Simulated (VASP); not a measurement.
Set up this calculation in VASP 6.6.1, as the native input.

| Item | Value |
| --- | --- |
| Task | single point |
| Functional | PBE |
| Potentials or basis | VASP PAW PBE potentials, release 64 (Zn, S) |
| Cutoff | 520 eV |
| k mesh | 12 × 12 × 2 |
| Occupations | gaussian, width 0.05 eV |
| Spin | no spin polarisation |
| Dipole correction | no |
| Further INCAR settings | ALGO = Normal; EDIFF = 1e-06; NBANDS = 46 |

The structure of ZnS lies in POSCAR:

```
ZnS
1.0
    3.8467234448      0.0000000000      0.0000000000
   -1.9233617224      3.3313602246      0.0000000000
    0.0000000000      0.0000000000     12.5902250307
Zn S
4 4
Direct
    0.0000000000      0.0000000000      0.0000503469
    0.0000000000      0.0000000000      0.5000503469
    0.3333333333      0.6666666667      0.2500245139
    0.6666666667      0.3333333333      0.7500245139
    0.0194229254     -0.0530644192      0.1872896977
    0.0000000000      0.0000000000      0.6872896977
    0.3333333333      0.6666666667      0.4376354415
    0.6666666667      0.3333333333      0.9376354415
```

This cell differs from its parent crystal: atom 5 (S) moved +0.250 Å along Cartesian [1 -1 0].

The input as run:

INCAR

```
PREC = Accurate ; ENCUT = 520
EDIFF = 1E-6 ; ISMEAR = 0
SIGMA = 0.05 ; LREAL = F
LASPH = T ; NELM = 60
ALGO = Normal ; ISIF = 2
LWAVE = F ; LCHARG = F
GGA = PE ; NBANDS = 46
```

KPOINTS

```
regular mesh
0
Gamma
  12 12 2
```

Potentials or basis: VASP PAW PBE potentials, release 64 (Zn, S).

The run is started by

```console
$ cat potpaw_PBE.64/Zn/POTCAR potpaw_PBE.64/S/POTCAR > POTCAR
$ mpirun -np 1 vasp_std > vasp.out
```

Results of the run:

The pressure is 0.8 GPa. The largest force is 2.193 eV/Å and the band gap on the k mesh is 1.98 eV.

Caveat: the cell differs from its parent crystal (atom 5 (S) moved +0.250 Å along Cartesian [1 -1 0]); forces of over 1 eV/Å act on the atoms, so gaps and moduli don't describe the material at rest.

Run time: 37 min on 1 thread of Oxide Virtual Turin-like Processor (shared host), peak memory 0.81 GiB.
